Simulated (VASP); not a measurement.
Input of a VASP 6.6.1 run:

INCAR

```
ALGO     = Normal         # electronic algorithm
DIPOL    = 0.5 0.5 0.500
EDIFF    = 1E-6           # SCF threshold, eV
EDIFFG   = -0.02          # ionic threshold
ENCUT    = 520            # plane-wave cutoff, eV
GGA      = PE             # functional
IBRION   = 2              # ionic algorithm
IDIPOL   = 3            
ISIF     = 2              # what is computed and relaxed
ISMEAR   = -1             # smearing method
IVDW     = 11             # dispersion correction
LASPH    = T              # aspherical terms in the spheres
LCHARG   = F              # write CHGCAR
LDIPOL   = T            
LREAL    = F              # projectors in reciprocal space
LWAVE    = F              # write WAVECAR
NELM     = 100            # most SCF steps
NSW      = 40             # ionic steps
PREC     = Accurate       # precision mode
SIGMA    = 0.05           # smearing width, eV
```

File KPOINTS:

```
k-points
0
Gamma
  5 5 1
```

The input POSCAR:

```
BaS
1.0
    4.5166445648      0.0000000000      0.0000000000
    0.0000000000      4.5166445648      0.0000000000
    0.0000000000      0.0000000000     24.5812500000
Ba S
4 4
Selective dynamics
Direct
    0.5000000000      0.5000000000      0.3051106026  F F F
    0.0000000000      0.0000000000      0.4350368675  F F F
    0.5000000000      0.5000000000      0.5649631325  T T T
    0.0000000000      0.0000000000      0.6948893974  T T T
    0.0000000000      0.0000000000      0.3051106026  F F F
    0.5000000000      0.5000000000      0.4350368675  F F F
    0.0000000000      0.0000000000      0.5649631325  T T T
    0.5000000000      0.5000000000      0.6948893974  T T T
```

Potentials or basis: VASP PAW PBE potentials, release 64 (Ba_sv, S).

Command:

```sh
$ cat potpaw_PBE.64/Ba_sv/POTCAR potpaw_PBE.64/S/POTCAR > POTCAR
$ mpirun -np 1 vasp_std > vasp.out
```

What does it give for the band gap on the k mesh?

2.06 eV.

Estimate the dispersion energy per atom.

-0.115 eV.

What does it give for the energy gained by relaxing?

0.6 meV/atom.

Final structure:
```
Ba S
1.0
     4.51664    0.00000    0.00000
     0.00000    4.51664    0.00000
     0.00000    0.00000   24.58125
Ba S
4 4
Cartesian
  2.2583 2.2583 7.5000
  0.0000 0.0000 10.6938
  2.2583 2.2583 13.9119
  0.0000 0.0000 17.0612
  0.0000 0.0000 7.5000
  2.2583 2.2583 10.6938
  0.0000 0.0000 13.9224
  2.2583 2.2583 17.0698
```

Caveat: spin-orbit coupling is left out, which moves the levels of the heavy elements.
